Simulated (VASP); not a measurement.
Set up this calculation in VASP 6.6.1, as the native input.

* Task: single point
* Functional: PBE
* Potentials or basis: VASP PAW PBE potentials, release 64 (B, As)
* Cutoff: 520 eV
* k mesh: 9 × 9 × 9
* Occupations: gaussian, width 0.01 eV
* Spin: no spin polarisation
* Dipole correction: no
* Further INCAR settings: ALGO = Normal; EDIFF = 1e-06; NBANDS = 11

The structure of BAs lies in POSCAR:

```
BAs
1.0
    0.0000000000      2.3764605225      2.3764605225
    2.3764605225      0.0000000000      2.3764605225
    2.3764605225      2.3764605225      0.0000000000
B As
1 1
Direct
    0.0000000000      0.0000000000      0.0000000000
    0.2500000000      0.2500000000      0.2500000000
```

The input as run:

INCAR

```
SYSTEM = BAs
ALGO = Normal
EDIFF = 1E-6
ENCUT = 520
GGA = PE
ISIF = 2
ISMEAR = 0
LASPH = .TRUE.
LCHARG = .FALSE.
LREAL = .FALSE.
LWAVE = .FALSE.
NBANDS = 11
NELM = 80
PREC = Accurate
SIGMA = 0.01
```

KPOINTS

```
k-points
0
G
  9 9 9
  0 0 0
```

Potentials or basis: VASP PAW PBE potentials, release 64 (B, As).

Launch:

```console
$ cat potpaw_PBE.64/B/POTCAR potpaw_PBE.64/As/POTCAR > POTCAR
$ mpirun -np 1 vasp_std > vasp.out
```

It gave:

- Pressure: 5.7 GPa
- Band gap on the k mesh: 1.21 eV, indirect (least direct gap 3.30 eV)

Run time: 21 s on 1 thread of Intel Xeon 8259CL, on a shared host, peak memory 0.16 GiB.
